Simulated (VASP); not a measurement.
# Si64Ag (a cell with a defect) in VASP: a series of runs, part 2 of 2

VASP 6.6.1. The steps go on from the part before.

**3. Single point, PBE**

The input, INCAR:

```
PREC = Accurate ; ENCUT = 400
EDIFF = 1E-6 ; ISMEAR = -1
SIGMA = 0.05 ; LREAL = Auto
LASPH = T ; NELM = 120
ALGO = Normal ; ISIF = 2
LWAVE = F ; LCHARG = F
GGA = PE ; NELECT = 266.0
ISYM = 0 ; NBANDS = 172
GGA_COMPAT = F
```

The input, KPOINTS:

```
Automatic mesh
0
Gamma
  1 1 1
  0.25 0.25 0.25
```

The input, POSCAR:

```
Si64Ag
1.0
   10.8655790000      0.0000000000      0.0000000000
    0.0000000000     10.8655790000      0.0000000000
    0.0000000000      0.0000000000     10.8655790000
Si Ag
64 1
Direct
    0.9928400000      0.9923700000      0.9926600000
    0.0000400000      0.9995800000      0.5002800000
    0.0000400000      0.4999900000      0.9998500000
    0.9959100000      0.5055600000      0.5058500000
    0.5004500000      0.9995800000      0.9998500000
    0.5060400000      0.9954400000      0.5058500000
    0.5060400000      0.5055700000      0.9957100000
    0.5009500000      0.5004900000      0.5007700000
    0.1162300000      0.1157600000      0.1160400000
    0.1246000000      0.1241300000      0.6257100000
    0.1246000000      0.6254200000      0.1244100000
    0.1271500000      0.6265300000      0.6268100000
    0.6258800000      0.1241400000      0.1244100000
    0.6270000000      0.1266800000      0.6268100000
    0.6270000000      0.6265300000      0.1269700000
    0.6258500000      0.6253800000      0.6256600000
    0.2496600000      0.2492000000      0.9960000000
    0.2508600000      0.2503800000      0.5046400000
    0.2502300000      0.7497000000      0.0002300000
    0.2506400000      0.7503800000      0.5001300000
    0.7501700000      0.2497600000      0.0002300000
    0.7508400000      0.2501800000      0.5001300000
    0.7499400000      0.7494700000      0.9994300000
    0.7503300000      0.7498600000      0.5002400000
    0.3828500000      0.3823900000      0.1192600000
    0.3769200000      0.3764500000      0.6264300000
    0.3763400000      0.8742800000      0.1242400000
    0.3750700000      0.8742000000      0.6265500000
    0.8747500000      0.3758700000      0.1242400000
    0.8746700000      0.3746000000      0.6265500000
    0.8735600000      0.8730900000      0.1261400000
    0.8753800000      0.8749100000      0.6251300000
    0.2496600000      0.9957100000      0.2494800000
    0.2502300000      0.9999600000      0.7499800000
    0.2508600000      0.5043500000      0.2506600000
    0.2506400000      0.4998500000      0.7506500000
    0.7501700000      0.9999600000      0.2500400000
    0.7499400000      0.9991600000      0.7497500000
    0.7508400000      0.4998500000      0.2504600000
    0.7503300000      0.4999600000      0.7501400000
    0.3828500000      0.1189800000      0.3826700000
    0.3763400000      0.1239500000      0.8745700000
    0.3769200000      0.6261400000      0.3767400000
    0.3750700000      0.6262700000      0.8744800000
    0.8747500000      0.1239500000      0.3761500000
    0.8735600000      0.1258700000      0.8733700000
    0.8746700000      0.6262700000      0.3748700000
    0.8753800000      0.6248500000      0.8751900000
    0.9961800000      0.2492000000      0.2494800000
    0.0004200000      0.2497600000      0.7499800000
    0.0004200000      0.7497000000      0.2500500000
    0.9996200000      0.7494700000      0.7497400000
    0.5048100000      0.2503900000      0.2506700000
    0.5003100000      0.2501800000      0.7506500000
    0.5003100000      0.7503700000      0.2504600000
    0.5004200000      0.7498600000      0.7501500000
    0.1194500000      0.3823800000      0.3826600000
    0.1244200000      0.3758800000      0.8745700000
    0.1244200000      0.8742900000      0.3761500000
    0.1263300000      0.8730900000      0.8733600000
    0.6266100000      0.3764600000      0.3767400000
    0.6267400000      0.3746000000      0.8744800000
    0.6267400000      0.8742000000      0.3748700000
    0.6253100000      0.8749200000      0.8751900000
    0.2479100000      0.2474400000      0.2477200000
```

Potentials or basis: VASP PAW PBE potentials, release 64 (Si, Ag).

On the command line:

```bash
$ cat potpaw_PBE.64/Si/POTCAR potpaw_PBE.64/Ag/POTCAR > POTCAR
$ mpirun -np 1 vasp_std > vasp.out
```

OUTCAR:

```text
PREC = Accurate
   ENCUT = 400
   EDIFF = 1E-6
   ISMEAR = -1
   LREAL = Auto
   LASPH = T
   NELM = 120
   ISIF = 2
   GGA = PE
   NELECT = 266.0
   ISYM = 0

 ion  position               nearest neighbor table
   1  0.993  0.992  0.993-   9 2.32  31 2.34  60 2.34  46 2.34
   2  0.000  1.000  0.500-  45 2.34  59 2.34  32 2.35  10 2.35
   3  0.000  0.500  1.000-  58 2.34  29 2.34  48 2.35  11 2.35
   4  0.996  0.506  0.506-  57 2.32  30 2.34  47 2.34  12 2.34
   5  0.500  1.000  1.000-  42 2.34  27 2.34  64 2.35  13 2.35
[... 918 lines left out ...]
  Total       12.9946408     12.9938390     12.9917812     -0.4636579     -0.4692477     -0.4619013
  in kB       16.2299148     16.2289134     16.2263432     -0.5790947     -0.5860762     -0.5769009
  external PRESSURE =      16.2283905 kB  Pullay stress =       0.0000000 kB

 VOLUME and BASIS-vectors are now :
 -----------------------------------------------------------------------------
  energy-cutoff  :      400.00
  volume of cell :     1282.80
      direct lattice vectors                 reciprocal lattice vectors
    10.865579000  0.000000000  0.000000000     0.092033752  0.000000000  0.000000000
     0.000000000 10.865579000  0.000000000     0.000000000  0.092033752  0.000000000
     0.000000000  0.000000000 10.865579000     0.000000000  0.000000000  0.092033752

 POSITION                                       TOTAL-FORCE (eV/Angst)
 -----------------------------------------------------------------------------------
     10.78778     10.78267     10.78583         0.070682      0.069725      0.068477
      0.00043     10.86102      5.43583         0.024901      0.023978      0.025318
      0.00043      5.43268     10.86395         0.023903      0.026750      0.027222
     10.82114      5.49320      5.49635        -0.011618      0.010298      0.008678
      5.43768     10.86102     10.86395         0.027617      0.023462      0.026903
      5.49842     10.81603      5.49635         0.009785     -0.012363      0.008614
[... 57 lines left out ...]
      6.79436      9.50651      9.50945        -0.024705     -0.026786     -0.026815
      2.69369      2.68858      2.69162         0.040069      0.039218      0.039928
 -----------------------------------------------------------------------------------
    total drift:                                0.003746      0.003990     -0.001332

  FREE ENERGIE OF THE ION-ELECTRON SYSTEM (eV)
  ---------------------------------------------------
  free  energy   TOTEN  =      -353.6628680233 eV

  energy  without entropy=     -353.6627376536  energy(sigma->0) =     -353.66280284
```

OSZICAR:

```text
N       E                     dE             d eps       ncg     rms          rms(c)
DAV:   1     0.615636493414E+03    0.61564E+03   -0.88008E+04  1376   0.104E+03
DAV:   2    -0.296044355556E+03   -0.91168E+03   -0.86581E+03  1636   0.174E+02
DAV:   3    -0.358762968833E+03   -0.62719E+02   -0.61687E+02  1672   0.409E+01
DAV:   4    -0.360539393559E+03   -0.17764E+01   -0.17612E+01  1672   0.813E+00
DAV:   5    -0.360603995305E+03   -0.64602E-01   -0.64426E-01  1688   0.139E+00    0.296E+01
DAV:   6    -0.355377180779E+03    0.52268E+01   -0.15709E+01  1680   0.194E+01    0.217E+01
DAV:   7    -0.353901819088E+03    0.14754E+01   -0.68381E+00  1536   0.882E+00    0.943E+00
DAV:   8    -0.353719544625E+03    0.18227E+00   -0.17393E+00  1664   0.254E+00    0.367E+00
DAV:   9    -0.353640517389E+03    0.79027E-01   -0.45775E-01  1576   0.365E+00    0.701E-01
DAV:  10    -0.353665619667E+03   -0.25102E-01   -0.18939E-01  1648   0.832E-01    0.527E-01
DAV:  11    -0.353660932850E+03    0.46868E-02   -0.31782E-02  1536   0.956E-01    0.344E-01
DAV:  12    -0.353662710816E+03   -0.17780E-02   -0.82193E-03  1568   0.214E-01    0.110E-01
DAV:  13    -0.353662931462E+03   -0.22065E-03   -0.13551E-03  1656   0.168E-01    0.418E-02
DAV:  14    -0.353662889719E+03    0.41742E-04   -0.26895E-04  1600   0.667E-02    0.344E-02
DAV:  15    -0.353662877034E+03    0.12686E-04   -0.50901E-05  1672   0.256E-02    0.208E-02
DAV:  16    -0.353662871696E+03    0.53374E-05   -0.17517E-05  1608   0.133E-02    0.135E-02
DAV:  17    -0.353662868518E+03    0.31784E-05   -0.66032E-06  1408   0.122E-02    0.765E-03
DAV:  18    -0.353662868023E+03    0.49479E-06   -0.39458E-06  1288   0.526E-03
   1 F= -.35366287E+03 E0= -.35366280E+03  d E =-.130370E-03
```

stdout:

```text
POSCAR found type information on POSCAR SiAg
 POSCAR found :  2 types and      65 ions
 scaLAPACK will be used
 LDA part: xc-table for (Slater+PW92), standard interpolation
 POSCAR, INCAR and KPOINTS ok, starting setup
 FFT: planning ... GRIDC
 FFT: planning ... GRID_SOFT
 FFT: planning ... GRID
 WAVECAR not read
 entering main loop
 the old and the new charge density differ
 old charge density:   267.00000 new  266.00000
    0.296E+01
```

It took 41 min on 1 thread of Intel Xeon 8259CL, shared host; peak memory 0.94 GiB.

What came out:

- Free energy: -353.6629 eV
- Largest force: 0.121 eV/Å

Forces on the atoms (eV/Å):
```
Si   0.071  0.070  0.068
Si   0.025  0.024  0.025
Si   0.024  0.027  0.027
Si  -0.012  0.010  0.009
Si   0.028  0.023  0.027
Si   0.010 -0.012  0.009
Si   0.010  0.009 -0.010
Si   0.027  0.027  0.027
Si  -0.057 -0.056 -0.056
Si  -0.024 -0.023 -0.017
Si  -0.025 -0.015 -0.024
Si  -0.046 -0.024 -0.024
Si  -0.016 -0.024 -0.024
Si  -0.023 -0.046 -0.023
Si  -0.023 -0.023 -0.048
Si  -0.028 -0.027 -0.027
Si   0.045  0.044 -0.049
Si   0.020  0.021  0.069
Si   0.023  0.026  0.023
Si   0.026  0.023  0.026
Si   0.025  0.024  0.024
Si   0.024  0.023  0.026
Si   0.021  0.021  0.052
Si   0.030  0.030  0.047
Si  -0.001 -0.002 -0.102
Si  -0.028 -0.026 -0.016
Si  -0.021 -0.018 -0.019
Si  -0.034 -0.017 -0.030
Si  -0.018 -0.020 -0.019
Si  -0.018 -0.033 -0.030
Si  -0.033 -0.033 -0.033
Si  -0.027 -0.026 -0.026
Si   0.045 -0.048  0.044
Si   0.023  0.022  0.026
Si   0.020  0.070  0.021
Si   0.024  0.027  0.024
Si   0.024  0.023  0.022
Si   0.022  0.052  0.022
Si   0.023  0.027  0.023
Si   0.030  0.048  0.029
Si  -0.001 -0.102 -0.001
Si  -0.021 -0.016 -0.019
Si  -0.028 -0.015 -0.027
Si  -0.035 -0.030 -0.017
Si  -0.018 -0.017 -0.019
Si  -0.032 -0.036 -0.032
Si  -0.018 -0.031 -0.030
Si  -0.026 -0.025 -0.027
Si  -0.048  0.043  0.044
Si   0.024  0.025  0.026
Si   0.024  0.026  0.022
Si   0.053  0.020  0.023
Si   0.071  0.021  0.021
Si   0.028  0.023  0.026
Si   0.028  0.023  0.025
Si   0.050  0.030  0.028
Si  -0.101 -0.001 -0.001
Si  -0.018 -0.022 -0.019
Si  -0.019 -0.018 -0.019
Si  -0.034 -0.033 -0.032
Si  -0.016 -0.028 -0.028
Si  -0.030 -0.033 -0.018
Si  -0.030 -0.018 -0.032
Si  -0.025 -0.027 -0.027
Ag   0.040  0.039  0.040
```

Caveat: the cell carries a net charge on a neutralising background, which shifts energy and pressure; the cell is charged against a uniform background, so pressure and absolute levels hang on convention.
